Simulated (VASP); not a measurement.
MgBe2Te3: single point with PBE

The system is MgBe2Te3.

```
CELL_PARAMETERS angstrom
6.18744 0.00000 0.00000
-3.09372 5.35848 0.00000
0.00000 0.00000 4.23895
ATOMIC_POSITIONS crystal
Mg 0.00000 0.00000 0.50000
Be 0.33333 0.66667 0.00000
Be 0.66667 0.33333 0.00000
Te 0.50000 0.00000 0.00000
Te 0.00000 0.50000 0.00000
Te 0.50000 0.50000 0.00000
```

| Quantity | Value |
| --- | --- |
| Program | VASP 6.6.1 |
| Task | single point |
| Functional | PBE |
| Potentials or basis | VASP PAW PBE potentials, release 64 (Mg, Be, Te) |
| Cutoff | 520 eV |
| k mesh | 3 × 3 × 4 |
| Occupations | gaussian, width 0.1 eV |
| Spin | no spin polarisation |
| Dipole correction | no |
| Further INCAR settings | ALGO = Normal; EDIFF = 1e-06; NBANDS = 21 |

* Pressure: 50.0 GPa
* Band gap on the k mesh: 0.19 eV, indirect (least direct gap 0.71 eV)

Stress tensor (GPa, compression positive):
```
75.05  0.00  0.00
 0.00 75.05  0.00
 0.00  0.00 -0.07
```

Levels at points of the mesh, in eV from the valence-band top:
```
           k point  band 9  band 10  band 11  band 12  band 13  band 14  band 15  band 16
(0.00, 0.00, 0.00)   -0.83    -0.83    -0.46    -0.46     1.06     1.71     2.39     5.08
(0.00, 0.00, 0.50)   -2.18    -0.48    -0.44    -0.44     0.50     0.64     1.86     1.86
```

Wall time 49 s on 1 thread of AMD EPYC 7R13, on a shared host, peak memory 0.23 GiB.

Caveat: spin-orbit coupling is left out, which moves the levels of the heavy elements. A k mesh can miss the band edges.
